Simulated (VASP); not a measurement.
Input of a VASP 6.6.1 run:

The input INCAR:

```
PREC     = Accurate       # precision mode
ENCUT    = 500            # plane-wave cutoff, eV
EDIFF    = 1E-6           # SCF threshold, eV
ISMEAR   = -1             # smearing method
SIGMA    = 0.06122561905347299 # smearing width, eV
LREAL    = F              # projectors in reciprocal space
LASPH    = T              # aspherical terms in the spheres
NELM     = 120            # most SCF steps
ALGO     = Normal         # electronic algorithm
ISIF     = 2              # what is computed and relaxed
LWAVE    = F              # write WAVECAR
LCHARG   = F              # write CHGCAR
GGA      = PE             # functional
NBANDS   = 10             # bands
GGA_COMPAT= F
```

The input KPOINTS:

```
regular mesh
0
Gamma
  31 31 31
```

POSCAR

```
Al
1.0
    0.0000000000      3.0223247527      3.0223247527
    3.0223247527      0.0000000000      3.0223247527
    3.0223247527      3.0223247527      0.0000000000
Al
2
Direct
    0.0000000000      0.0000000000      0.0000000000
    0.2500000000      0.2500000000      0.2500000000
```

Potentials or basis: VASP PAW PBE potentials, release 64 (Al).

The run is started by

```sh
$ cat potpaw_PBE.64/Al/POTCAR > POTCAR
$ mpirun -np 1 vasp_std > vasp.out
```

Question: Predict the pressure.

Answer: 0.0 GPa.

Question: Estimate the band gap on the k mesh.

Answer: Zero (bands 3 and 4 overlap by 3.37 eV).
